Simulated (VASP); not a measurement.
# ZnS (m.b) (F-43m) in VASP: further runs, part 2 of 2

VASP 6.6.1.

### 3 Single point, PBE

INCAR

```
ALGO = Normal
EDIFF = 1E-6
ENCUT = 500
GGA = PE
GGA_COMPAT = F
ISIF = 2
ISMEAR = 0
LASPH = T
LCHARG = F
LREAL = F
LWAVE = F
NBANDS = 16
NELM = 120
PREC = Accurate
SIGMA = 0.02
```

KPOINTS

```
k-points
0
Gamma
  10 10 10
```

POSCAR

```
ZnS
1.0
    0.0000000000      2.7218243434      2.7218243434
    2.7218243434      0.0000000000      2.7218243434
    2.7218243434      2.7218243434      0.0000000000
Zn S
1 1
Direct
    0.0000000000      0.0000000000      0.0000000000
    0.2500000000      0.2500000000      0.2500000000
```

Potentials or basis: VASP PAW PBE potentials, release 64 (Zn, S).

Run with:

```
cat potpaw_PBE.64/Zn/POTCAR potpaw_PBE.64/S/POTCAR > POTCAR
mpirun -np 1 vasp_std > vasp.out
```

OUTCAR:

```text
EDIFF = 1E-6
   ENCUT = 500
   GGA = PE
   ISIF = 2
   ISMEAR = 0
   LASPH = T
   LREAL = F
   NELM = 120
   PREC = Accurate

 ion  position               nearest neighbor table
   1  0.000  0.000  0.000-   2 2.36   2 2.36   2 2.36   2 2.36
   2  0.250  0.250  0.250-   1 2.36   1 2.36   1 2.36   1 2.36

  LATTYP: Found a face centered cubic cell.
 ALAT       =     5.4436486868

  Lattice vectors:

 A1 = (   0.0000000000,   2.7218243434,   2.7218243434)
 A2 = (   2.7218243434,   0.0000000000,   2.7218243434)
 A3 = (   2.7218243434,   2.7218243434,   0.0000000000)

Analysis of symmetry for initial positions (statically):
=====================================================================
 Subroutine PRICEL returns:
 Original cell was already a primitive cell.

 Routine SETGRP: Setting up the symmetry group for a
 face centered cubic supercell.

 Subroutine GETGRP returns: Found 24 space group operations
 (whereof 24 operations were pure point group operations)
 out of a pool of 48 trial point group operations.

The static configuration has the point symmetry T_d .

Analysis of symmetry for dynamics (positions and initial velocities):
=====================================================================
 Subroutine PRICEL returns:
 Original cell was already a primitive cell.

 Routine SETGRP: Setting up the symmetry group for a
 face centered cubic supercell.

 Subroutine GETGRP returns: Found 24 space group operations
 (whereof 24 operations were pure point group operations)
 out of a pool of 48 trial point group operations.

The dynamic configuration has the point symmetry T_d .

 Subroutine INISYM returns: Found 24 space group operations
 (whereof 24 operations are pure point group operations),
 and found     1 'primitive' translations

----------------------------------------------------------------------------------------

                                     Primitive cell
[... 109 lines left out ...]
   IMIX   =      4    mixing-type and parameters
     AMIX     =   0.40;   BMIX     =  1.00
     AMIX_MAG =   1.60;   BMIX_MAG =  1.00
  volume/ion in A,a.u.               =      20.16       136.07
  Fermi-wavevector in a.u.,A,eV,Ry     =   1.251110  2.364256 21.296884  1.565277
  Thomas-Fermi vector in A             =   2.385073
   LORBIT       =      0    0 simple, 1 ext, 2 COOP (PROOUT), +10 PAW based schemes
   GGA     = PE    functional components
   LHFCALC =     F    Hartree Fock is set to
   AEXX    =    0.0000 exact exchange contribution
   IVDW    =     0    specifies the selected vdW correction
   LEPSILON=     F    determine dielectric tensor
   LRPA    =     F    only Hartree local field effects (RPA)
 non-spin polarized calculation
 Gauss-broadening in eV      SIGMA  =   0.02
  energy-cutoff  :      500.00
  volume of cell :       40.33
 maximum number of plane-waves:      1034
   NGX = 13   NGY = 13   NGZ = 13

 number of electron      17.9999988 magnetization

 Free energy of the ion-electron system (eV)
  ---------------------------------------------------
  ext. energy  EPLUGINS =         0.00000000
  ---------------------------------------------------
  free energy    TOTEN  =        -6.85235269 eV

  energy without entropy =       -6.85235269  energy(sigma->0) =       -6.85235269

 E-fermi :   2.0472     XC(G=0):  -9.5275

 val. band max:        1.9051219246   @ k =   0.0000   0.0000   0.0000
 cond. band min:       3.9233133898   @ k =   0.0000   0.0000   0.0000
 fundamental gap:      2.0181914652
 Fermi energy:         2.0472161383

 k-point     1 :       0.0000    0.0000    0.0000
  band No.  band energies     occupation
      1     -11.0849      2.00000
      2      -4.3497      2.00000
      3      -4.3497      2.00000
      4      -4.3497      2.00000
      5      -3.8772      2.00000
      6      -3.8772      2.00000
[... 433 lines left out ...]
      3      -4.1160      2.00000
      4      -4.1063      2.00000
      5      -3.8506      2.00000
      6      -3.8235      2.00000
[... 8 lines left out ...]
     15      15.2344      0.00000
     16      17.6069      0.00000

 [... further k-points ...]

------------------------ aborting loop because EDIFF is reached ----------------------------------------

  FORCE on cell =-STRESS in cart. coord.  units (eV):
  Direction    XX          YY          ZZ          XY          YZ          ZX
  --------------------------------------------------------------------------------------
  -------------------------------------------------------------------------------------
  Total        0.0348589      0.0348589      0.0348589     -0.0000000     -0.0000000      0.0000000
  in kB        1.3848856      1.3848856      1.3848856     -0.0000000     -0.0000000      0.0000000
  external PRESSURE =       1.3848856 kB  Pullay stress =       0.0000000 kB

 VOLUME and BASIS-vectors are now :
 -----------------------------------------------------------------------------
  energy-cutoff  :      500.00
  volume of cell :       40.33
      direct lattice vectors                 reciprocal lattice vectors
     0.000000000  2.721824343  2.721824343    -0.183700319  0.183700319  0.183700319
     2.721824343  0.000000000  2.721824343     0.183700319 -0.183700319  0.183700319
     2.721824343  2.721824343  0.000000000     0.183700319  0.183700319 -0.183700319

 POSITION                                       TOTAL-FORCE (eV/Angst)
 -----------------------------------------------------------------------------------
      0.00000      0.00000      0.00000         0.000000      0.000000      0.000000
      1.36091      1.36091      1.36091        -0.000000     -0.000000     -0.000000
 -----------------------------------------------------------------------------------
    total drift:                                0.000000      0.000000      0.000000

  FREE ENERGIE OF THE ION-ELECTRON SYSTEM (eV)
  ---------------------------------------------------
  free  energy   TOTEN  =        -6.8523526886 eV

  energy  without entropy=       -6.8523526886  energy(sigma->0) =       -6.85235269
```

It took 36 s on 1 thread of AMD EPYC 7R43 (Zen 3), shared host; peak memory 0.12 GiB.

Results:

```
Free energy            : -6.8524 eV
Pressure               : 0.1 GPa
Band gap on the k mesh : 2.02 eV, direct
```
